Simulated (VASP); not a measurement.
# Cr in VASP: notebook

Cr is run at these levels: PBE; tasks: single point.

Everything below comes from runs of VASP 6.6.1. Logs are shortened: lines on timing, memory, paths and dates and some standing lists are left out, and cuts for length are marked.

### 1 The cell of the first run

It takes space group Im-3m (No. 229, cubic). Conventional cell: a = 2.653 Å, b = 2.653 Å, c = 2.653 Å, α = 90.00°, β = 90.00°, γ = 90.00°. Within 3.0 Å of Cr (site symmetry m-3m) lie 14 Cr at 2.30 to 2.65 Å.

### 2 Single point, PBE (strain -0.080 along x and y, -0.080 along z)

INCAR reads:

```
SYSTEM = Cr
  PREC = Accurate
  ENCUT = 520
  EDIFF = 1E-7
  ISMEAR = 0
  SIGMA = 0.15
  LREAL = .FALSE.
  LASPH = .TRUE.
  NELM = 60
  ALGO = Fast
  ISIF = 2
  LWAVE = .FALSE.
  LCHARG = .FALSE.
  GGA = PE
  NBANDS = 12
```

KPOINTS reads:

```
Automatic mesh
0
G
  24 24 24
  0 0 0
```

POSCAR reads:

```
Cr
1.0
   -1.3265940000      1.3265940000      1.3265940000
    1.3265940000     -1.3265940000      1.3265940000
    1.3265940000      1.3265940000     -1.3265940000
Cr
1
Direct
    0.0000000000      0.0000000000      0.0000000000
```

Potentials or basis: VASP PAW PBE potentials, release 64 (Cr_pv).

On the command line:

```console
$ cat potpaw_PBE.64/Cr_pv/POTCAR > POTCAR
$ mpirun -np 1 vasp_std > vasp.out
```

OUTCAR:

```text
SYSTEM = Cr
   PREC = Accurate
   ENCUT = 520
   EDIFF = 1E-7
   ISMEAR = 0
   LREAL = .FALSE.
   LASPH = .TRUE.
   NELM = 60
   ISIF = 2
   GGA = PE

 ion  position               nearest neighbor table
   1  0.000  0.000  0.000-

  LATTYP: Found a body centered cubic cell.
 ALAT       =     2.6531880000

  Lattice vectors:

 A1 = (  -1.3265940000,   1.3265940000,   1.3265940000)
 A2 = (   1.3265940000,  -1.3265940000,   1.3265940000)
 A3 = (   1.3265940000,   1.3265940000,  -1.3265940000)

Analysis of symmetry for initial positions (statically):
=====================================================================
 Subroutine PRICEL returns:
 Original cell was already a primitive cell.

 Routine SETGRP: Setting up the symmetry group for a
 body centered cubic supercell.

 Subroutine GETGRP returns: Found 48 space group operations
[... 9 lines left out ...]

 Routine SETGRP: Setting up the symmetry group for a
 body centered cubic supercell.

 Subroutine GETGRP returns: Found 48 space group operations
[... 11 lines left out ...]
                                     Primitive cell

  volume of cell :       9.3384

  direct lattice vectors                    reciprocal lattice vectors
    -1.326594000  1.326594000  1.326594000     0.000000000  0.376905067  0.376905067
     1.326594000 -1.326594000  1.326594000     0.376905067  0.000000000  0.376905067
     1.326594000  1.326594000 -1.326594000     0.376905067  0.376905067  0.000000000

  length of vectors
     2.297728209  2.297728209  2.297728209     0.533024257  0.533024257  0.533024257

  position of ions in fractional coordinates (direct lattice)
     0.000000000  0.000000000  0.000000000

  ion indices of the primitive-cell ions
   primitive index   ion index
                 1           1

----------------------------------------------------------------------------------------

 KPOINTS: Automatic mesh

Automatic generation of k-mesh.
 Grid dimensions read from file:
 generate k-points for:   24   24   24

 Generating k-lattice:

  Cartesian coordinates                     Fractional coordinates (reciprocal lattice)
     0.000000000  0.015704378  0.015704378     0.041666667  0.000000000  0.000000000
     0.015704378  0.000000000  0.015704378     0.000000000  0.041666667  0.000000000
     0.015704378  0.015704378  0.000000000     0.000000000  0.000000000  0.041666667

  Length of vectors
     0.022209344  0.022209344  0.022209344

  Shift w.r.t. Gamma in fractional coordinates (k-lattice)
     0.000000000  0.000000000  0.000000000

 Subroutine IBZKPT returns following result:
 ===========================================

 Found    413 irreducible k-points:

 Following reciprocal coordinates:
            Coordinates               Weight
  0.000000  0.000000  0.000000      1.000000
  0.041667  0.000000  0.000000     12.000000
  0.083333  0.000000  0.000000     12.000000
  0.125000  0.000000  0.000000     12.000000
  0.166667  0.000000  0.000000     12.000000
  0.208333  0.000000  0.000000     12.000000
[... 16 lines left out ...]
  0.416667  0.041667  0.000000     48.000000
  0.458333  0.041667  0.000000     48.000000
 [... further k-points ...]
   k-points           NKPTS =    413   k-points in BZ     NKDIM =    413   number of bands    NBANDS=     12
   number of dos      NEDOS =    301   number of ions     NIONS =      1
   total plane-waves  NPLWV =   5832
   dimension x,y,z NGX =    18 NGY =   18 NGZ =   18
   dimension x,y,z NGXF=    36 NGYF=   36 NGZF=   36
   ions per type =               1
   NGX,Y,Z   is equivalent  to a cutoff of  13.02, 13.02, 13.02 a.u.
   NGXF,Y,Z  is equivalent  to a cutoff of  26.05, 26.05, 26.05 a.u.
 SYSTEM =  Cr
   PREC   = accura    normal or accurate (medium, high low for compatibility)
   ISTART =      0    job   : 0-new  1-cont  2-samecut
   ICHARG =      2    charge: 1-file 2-atom 10-const
   ISPIN  =      1    spin polarized calculation?
   LNONCOLLINEAR =      F non collinear calculations
   LSORBIT =      F    spin-orbit coupling
   LASPH  =      T    aspherical Exc in radial PAW
   ENCUT  =  520.0 eV  38.22 Ry    6.18 a.u.   4.27  4.27  4.27*2*pi/ulx,y,z
   NELM   =     60;   NELMIN=  2; NELMDL= -5     # of ELM steps
   EDIFF  = 0.1E-06   stopping-criterion for ELM
   LREAL  =      F    real-space projection
   EDIFFG = 0.1E-05   stopping-criterion for IOM
   NSW    =      0    number of steps for IOM
   IBRION =     -1    ionic relax: 0-MD 1-quasi-New 2-CG
   NFREE  =      0    steps in history (QN), initial steepest desc. (CG)
   ISIF   =      2    stress and relaxation
   ISYM   =      2    0-nonsym 1-usesym 2-fastsym
   POTIM  = 0.5000    time-step for ionic-motion
   TEBEG  =    0.0;   TEEND  =   0.0 temperature during run
   PSTRESS=    0.0 pullay stress
   NELECT =      12.0000    total number of electrons
   NUPDOWN=      -1.0000    fix difference up-down
   EMIN   =  10.00;   EMAX   =-10.00  energy-range for DOS
   EFERMI =   0.00;   METHOD = LEGACY
   ISMEAR =     0;   SIGMA  =   0.15  broadening in eV -4-tet -1-fermi 0-gaus
   EFERMI_NEDOS =   21; number of points for ismear=-14 and -15
   IALGO  =     68    algorithm
   IMIX   =      4    mixing-type and parameters
     AMIX     =   0.40;   BMIX     =  1.00
     AMIX_MAG =   1.60;   BMIX_MAG =  1.00
  volume/ion in A,a.u.               =       9.34        63.02
  Fermi-wavevector in a.u.,A,eV,Ry     =   1.779825  3.363381 43.100207  3.167776
  Thomas-Fermi vector in A             =   2.844740
   LORBIT       =      0    0 simple, 1 ext, 2 COOP (PROOUT), +10 PAW based schemes
   GGA     = PE    functional components
   LHFCALC =     F    Hartree Fock is set to
   AEXX    =    0.0000 exact exchange contribution
   IVDW    =     0    specifies the selected vdW correction
   LEPSILON=     F    determine dielectric tensor
   LRPA    =     F    only Hartree local field effects (RPA)
 non-spin polarized calculation
 RMM-DIIS sequential band-by-band and
 Gauss-broadening in eV      SIGMA  =   0.15
  energy-cutoff  :      520.00
  volume of cell :        9.34
 maximum number of plane-waves:       261
 NGX is ok and might be reduce to    18
   NGX =  9   NGY =  9   NGZ =  9

 number of electron      12.0000013 magnetization

 Free energy of the ion-electron system (eV)
  ---------------------------------------------------
  ext. energy  EPLUGINS =         0.00000000
  ---------------------------------------------------
  free energy    TOTEN  =        -9.03382311 eV

  energy without entropy =       -9.02707476  energy(sigma->0) =       -9.03044894

 E-fermi :  14.3837     XC(G=0): -14.9546

 val. band max:       14.3803811000   @ k =   0.3750   0.0000   0.0000
 cond. band min:      14.3839550984   @ k =  -0.1250   0.2083   0.0417
 fundamental gap:      0.0035739983
 Fermi energy:        14.3836671413

 k-point     1 :       0.0000    0.0000    0.0000
  band No.  band energies     occupation
      1     -28.0567      2.00000
      2     -28.0567      2.00000
      3     -28.0567      2.00000
      4       5.8035      2.00000
      5      13.0787      2.00000
      6      13.0787      2.00000
      7      13.0787      2.00000
      8      15.7727      0.00000
      9      15.7727      0.00000
     10      21.5953      0.00000
     11      38.2471      0.00000
     12      38.2471      0.00000

 k-point     2 :       0.0417    0.0000    0.0000
  band No.  band energies     occupation
      1     -28.0888      2.00000
      2     -28.0660      2.00000
      3     -28.0570      2.00000
      4       5.8973      2.00000
      5      13.0373      2.00000
      6      13.0725      2.00000
      7      13.1483      2.00000
      8      15.7225      0.00000
      9      15.7753      0.00000
     10      21.5952      0.00000
     11      38.1532      0.00000
     12      38.2546      0.00000

 k-point     3 :       0.0833    0.0000    0.0000
  band No.  band energies     occupation
      1     -28.1827      2.00000
      2     -28.0932      2.00000
      3     -28.0580      2.00000
      4       6.1724      2.00000
      5      12.9174      2.00000
      6      13.0470      2.00000
      7      13.3545      2.00000
      8      15.5920      0.00000
      9      15.7839      0.00000
     10      21.5952      0.00000
     11      37.8432      0.00000
     12      38.2354      0.00000

 k-point     4 :       0.1250    0.0000    0.0000
  band No.  band energies     occupation
      1     -28.3305      2.00000
      2     -28.1363      2.00000
      3     -28.0596      2.00000
      4       6.6087      2.00000
      5      12.7312      2.00000
      6      12.9864      2.00000
      7      13.6896      2.00000
      8      15.4357      0.00000
      9      15.8010      0.00000
     10      21.5952      0.00000
     11      37.2906      0.00000
     12      38.0983      0.00000

 k-point     5 :       0.1667    0.0000    0.0000
  band No.  band energies     occupation
      1     -28.5204      2.00000
      2     -28.1922      2.00000
      3     -28.0618      2.00000
      4       7.1684      2.00000
      5      12.4959      2.00000
      6      12.8844      2.00000
      7      14.1405      1.97812
      8      15.3202      0.00000
      9      15.8298      0.00000
     10      21.5951      0.00000
     11      36.4615      0.00000
     12      37.7333      0.00000
[... 228 lines left out ...]
      1     -29.4869      2.00000
      2     -28.4912      2.00000
      3     -28.0857      2.00000
      4       8.9715      2.00000
      5      11.3663      2.00000
      6      13.8098      2.00000
      7      15.6385      0.00000
      8      16.1880      0.00000
      9      17.0687      0.00000
     10      21.5944      0.00000
     11      30.3084      0.00000
     12      34.2313      0.00000

 k-point    22 :       0.3750    0.0417    0.0000
  band No.  band energies     occupation
      1     -29.6381      2.00000
      2     -28.5405      2.00000
      3     -28.0878      2.00000
      4       8.9035      2.00000
      5      11.1958      2.00000
      6      14.5537      0.10894
      7      15.7787      0.00000
      8      16.3065      0.00000
      9      17.6516      0.00000
     10      21.5939      0.00000
     11      28.9338      0.00000
     12      33.6240      0.00000

 k-point    23 :       0.4167    0.0417    0.0000
  band No.  band energies     occupation
      1     -29.7441      2.00000
      2     -28.5753      2.00000
      3     -28.0894      2.00000
      4       8.8131      2.00000
      5      11.0778      2.00000
      6      15.1812      0.00000
      7      15.8529      0.00000
      8      16.4754      0.00000
      9      18.1050      0.00000
     10      21.5933      0.00000
     11      27.8375      0.00000
     12      33.1972      0.00000

 k-point    24 :       0.4583    0.0417    0.0000
  band No.  band energies     occupation
      1     -29.7986      2.00000
      2     -28.5932      2.00000
      3     -28.0902      2.00000
      4       8.7560      2.00000
      5      11.0175      2.00000
      6      15.5472      0.00000
      7      15.8395      0.00000
      8      16.6357      0.00000
      9      18.3616      0.00000
     10      21.5928      0.00000
     11      27.2094      0.00000
     12      32.9772      0.00000

 [... further k-points ...]

------------------------ aborting loop because EDIFF is reached ----------------------------------------

  FORCE on cell =-STRESS in cart. coord.  units (eV):
  Direction    XX          YY          ZZ          XY          YZ          ZX
  --------------------------------------------------------------------------------------
  -------------------------------------------------------------------------------------
  Total        4.9745401      4.9745401      4.9745401      0.0000000      0.0000000      0.0000000
  in kB      853.4723271    853.4723271    853.4723271      0.0000000      0.0000000      0.0000000
  external PRESSURE =     853.4723271 kB  Pullay stress =       0.0000000 kB

 VOLUME and BASIS-vectors are now :
 -----------------------------------------------------------------------------
  energy-cutoff  :      520.00
  volume of cell :        9.34
      direct lattice vectors                 reciprocal lattice vectors
    -1.326594000  1.326594000  1.326594000     0.000000000  0.376905067  0.376905067
     1.326594000 -1.326594000  1.326594000     0.376905067  0.000000000  0.376905067
     1.326594000  1.326594000 -1.326594000     0.376905067  0.376905067  0.000000000

 POSITION                                       TOTAL-FORCE (eV/Angst)
 -----------------------------------------------------------------------------------
      0.00000      0.00000      0.00000         0.000000     -0.000000      0.000000
 -----------------------------------------------------------------------------------
    total drift:                                0.000000      0.000000      0.000000

  FREE ENERGIE OF THE ION-ELECTRON SYSTEM (eV)
  ---------------------------------------------------
  free  energy   TOTEN  =        -9.0338231141 eV

  energy  without entropy=       -9.0270747605  energy(sigma->0) =       -9.03044894
```

Wall time 21 s (1 thread of Intel Xeon 6975P-C (Granite Rapids), shared host); peak memory 0.15 GiB.

Results:

```yaml
Free_energy: -9.0338 eV
Pressure: 85.3 GPa
Band_gap_on_the_k_mesh: zero (band 6 reaches 17.60 eV, above the bottom of band 7 at 13.08 eV)
```

Levels at points of the mesh, in eV from the Fermi level:
| k point | band 2 | band 3 | band 4 | band 5 | band 6 | band 7 | band 8 | band 9 | band 10 | band 11 |
| --- | --- | --- | --- | --- | --- | --- | --- | --- | --- | --- |
| (0.00, 0.00, 0.00) | -42.44 | -42.44 | -8.58 | -1.30 | -1.30 | -1.30 | 1.39 | 1.39 | 7.21 | 23.86 |
| (0.50, 0.00, 0.00) | -42.97 | -42.46 | -5.69 | -3.39 | 1.46 | 1.82 | 1.90 | 3.76 | 7.21 | 12.75 |
| (0.50, 0.50, 0.50) | -43.61 | -43.61 | -5.91 | -5.91 | 3.21 | 3.21 | 3.21 | 7.21 | 12.74 | 12.74 |

Caveat: the cell differs from its parent crystal (strain -0.080 along x and y, -0.080 along z); the run has no spin polarisation, though such a crystal can be magnetic. Spin polarisation is off, so any magnetic state and its effect on volume and gap are missing.

### 3 Single point, PBE (strain -0.040 along x and y, -0.040 along z)

INCAR reads:

```
SYSTEM = Cr
PREC     = Accurate       ! precision mode
ENCUT    = 520            ! plane-wave cutoff, eV
EDIFF    = 1E-7           ! SCF threshold, eV
ISMEAR   = 0              ! smearing method
SIGMA    = 0.15           ! smearing width, eV
LREAL    = .FALSE.        ! projectors in reciprocal space
LASPH    = .TRUE.         ! aspherical terms in the spheres
NELM     = 60             ! most SCF steps
ALGO     = Normal         ! electronic algorithm
ISIF     = 2              ! what is computed and relaxed
LWAVE    = .FALSE.        ! write WAVECAR
LCHARG   = .FALSE.        ! write CHGCAR
GGA      = PE             ! functional
NBANDS   = 12             ! bands
```

KPOINTS reads:

```
regular mesh
0
G
  24 24 24
  0 0 0
```

POSCAR reads:

```
Cr
1.0
   -1.3842720000      1.3842720000      1.3842720000
    1.3842720000     -1.3842720000      1.3842720000
    1.3842720000      1.3842720000     -1.3842720000
Cr
1
Direct
    0.0000000000      0.0000000000      0.0000000000
```

Potentials or basis: VASP PAW PBE potentials, release 64 (Cr_pv).

On the command line:

```console
$ cat potpaw_PBE.64/Cr_pv/POTCAR > POTCAR
$ mpirun -np 1 vasp_std > vasp.out
```

Wall time 16 s (1 thread of Intel Xeon 6975P-C (Granite Rapids), shared host); peak memory 0.16 GiB.

Results (log left out):

| Property | Result |
| --- | --- |
| Free energy | -9.4514 eV |
| Pressure | 25.7 GPa |
| Band gap on the k mesh | zero (band 6 reaches 14.98 eV, above the bottom of band 7 at 11.20 eV) |

Levels at points of the mesh, in eV from the Fermi level:
| k point | band 2 | band 3 | band 4 | band 5 | band 6 | band 7 | band 8 | band 9 | band 10 | band 11 |
| --- | --- | --- | --- | --- | --- | --- | --- | --- | --- | --- |
| (0.00, 0.00, 0.00) | -42.63 | -42.63 | -8.18 | -1.06 | -1.06 | -1.06 | 1.23 | 1.23 | 7.13 | 22.93 |
| (0.50, 0.00, 0.00) | -43.00 | -42.65 | -4.91 | -2.80 | 1.25 | 1.33 | 1.63 | 3.17 | 7.13 | 10.96 |
| (0.50, 0.50, 0.50) | -43.44 | -43.44 | -4.90 | -4.90 | 2.72 | 2.72 | 2.72 | 7.13 | 11.39 | 11.39 |

Caveat: the cell differs from its parent crystal (strain -0.040 along x and y, -0.040 along z); the run has no spin polarisation, though such a crystal can be magnetic. Spin polarisation is off, so any magnetic state and its effect on volume and gap are missing.

### 4 Single point, PBE (strain +0.040 along x and y, +0.040 along z)

INCAR reads:

```
  ALGO = Fast
  EDIFF = 1E-6
  ENCUT = 520
  GGA = PE
  ISIF = 2
  ISMEAR = 0
  LASPH = True
  LCHARG = False
  LREAL = False
  LWAVE = False
  NBANDS = 12
  NELM = 100
  PREC = Accurate
  SIGMA = 0.15
```

KPOINTS reads:

```
k-points
0
Gamma
  24 24 24
```

POSCAR reads:

```
Cr
1.0
   -1.4996280000      1.4996280000      1.4996280000
    1.4996280000     -1.4996280000      1.4996280000
    1.4996280000      1.4996280000     -1.4996280000
Cr
1
Direct
    0.0000000000      0.0000000000      0.0000000000
```

On the command line:

```console
$ cat potpaw_PBE.64/Cr_pv/POTCAR > POTCAR
$ mpirun -np 1 vasp_std > vasp.out
```

It took 22 s on 1 thread of Intel Xeon 6975P-C (Granite Rapids), shared host; peak memory 0.17 GiB.

Results (log left out):

```
Free energy            : -9.3175 eV
Pressure               : -28.8 GPa
Band gap on the k mesh : zero (band 6 reaches 10.86 eV, above the bottom of band 7 at 8.16 eV)
```

Levels at points of the mesh, in eV from the Fermi level:
```
           k point  band 4  band 5  band 6  band 7  band 8  band 9
(0.00, 0.00, 0.00)   -7.26   -0.74   -0.74   -0.74    0.94    0.94
(0.50, 0.00, 0.00)   -3.71   -1.98    0.82    0.91    1.19    2.26
(0.50, 0.50, 0.50)   -3.44   -3.44    1.95    1.95    1.95    7.03
```

Caveat: the cell differs from its parent crystal (strain +0.040 along x and y, +0.040 along z); the run has no spin polarisation, though such a crystal can be magnetic.

[end of part 1 of 2]
